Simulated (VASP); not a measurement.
TiBe2, 6 atoms in the cell. It takes space group Fd-3m (No. 227, cubic). The conventional cell has a = 6.226 Å, b = 6.226 Å, c = 6.226 Å, α = 90.00°, β = 90.00°, γ = 90.00°. Within 3.4 Å of Ti (site symmetry -43m) lie 12 Be at 2.58 Å and 4 Ti at 2.70 Å. Within 2.9 Å of Be (site symmetry -3m) lie 6 Be at 2.20 Å and 6 Ti at 2.58 Å. 

- Program: VASP 6.6.1
- Task: single point
- Functional: PBEsol
- Potentials or basis: VASP PAW PBE potentials, release 64 (Ti_sv, Be)
- Cutoff: 520 eV
- k mesh: 7 × 7 × 7
- Occupations: methfessel-paxton, width 0.1 eV
- Spin: no spin polarisation
- Dipole correction: no
- Further INCAR settings: ALGO = Normal; EDIFF = 1e-06; NBANDS = 25

Potentials or basis: VASP PAW PBE potentials, release 64 (Ti_sv, Be).

Launch:

```console
$ cat potpaw_PBE.64/Ti_sv/POTCAR potpaw_PBE.64/Be/POTCAR > POTCAR
$ mpirun -np 1 vasp_std > vasp.out
```

Hardware: 1 thread of Intel(R) Xeon(R) 6975P-C (Granite Rapids), with other jobs on the host.

Question: Estimate the wall time of this run.

Answer: Run time: 19 s on 1 thread of Intel(R) Xeon(R) 6975P-C (Granite Rapids) (shared host), peak memory 0.2 GiB. Counts: scf iterations 15, k points 20.
